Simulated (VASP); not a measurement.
Wanted: the native input for a VASP 6.6.1 run.

| Item | Value |
| --- | --- |
| Task | single point |
| Functional | PBE |
| Potentials or basis | VASP PAW PBE potentials, release 64 (Sn_d, Te) |
| Cutoff | 520 eV |
| k mesh | 8 × 8 × 8 |
| Occupations | fermi-dirac, width 0.02 eV |
| Spin | no spin polarisation |
| Dipole correction | no |
| Further INCAR settings | ALGO = Normal; EDIFF = 1e-06; NBANDS = 17 |

The structure of SnTe lies in POSCAR:

```
SnTe
1.0
    0.0000000000      3.1893303454      3.2212236489
    3.1893303454      0.0000000000      3.2212236489
    3.1893303454      3.1893303454      0.0000000000
Sn Te
1 1
Direct
    0.0000000000      0.0000000000      0.0000000000
    0.5000000000      0.5000000000      0.5000000000
```

This cell differs from its parent crystal: uniaxial z strain +1.0%.

The input as run:

INCAR

```
SYSTEM = SnTe
PREC = Accurate ; ENCUT = 520
EDIFF = 1E-6 ; ISMEAR = -1
SIGMA = 0.02 ; LREAL = .False.
LASPH = .True. ; NELM = 60
ALGO = Normal ; ISIF = 2
LWAVE = .False. ; LCHARG = .False.
GGA = PE ; NBANDS = 17
```

KPOINTS

```
regular mesh
0
Gamma
  8 8 8
  0 0 0
```

Potentials or basis: VASP PAW PBE potentials, release 64 (Sn_d, Te).

The run is started by

```console
$ cat potpaw_PBE.64/Sn_d/POTCAR potpaw_PBE.64/Te/POTCAR > POTCAR
$ mpirun -np 1 vasp_std > vasp.out
```

Results of the run:

```json
{"Pressure": "0.2 GPa", "Band gap on the k mesh": "0.03 eV"}
```

Caveat: the cell differs from its parent crystal (uniaxial z strain +1.0%); spin-orbit coupling is left out, which moves the levels of the heavy elements.

Wall time 59 s on 1 thread of Intel(R) Xeon(R) Platinum 8259CL CPU @ 2.50GHz (Skylake/Cascade Lake) (shared host), peak memory 0.24 GiB.
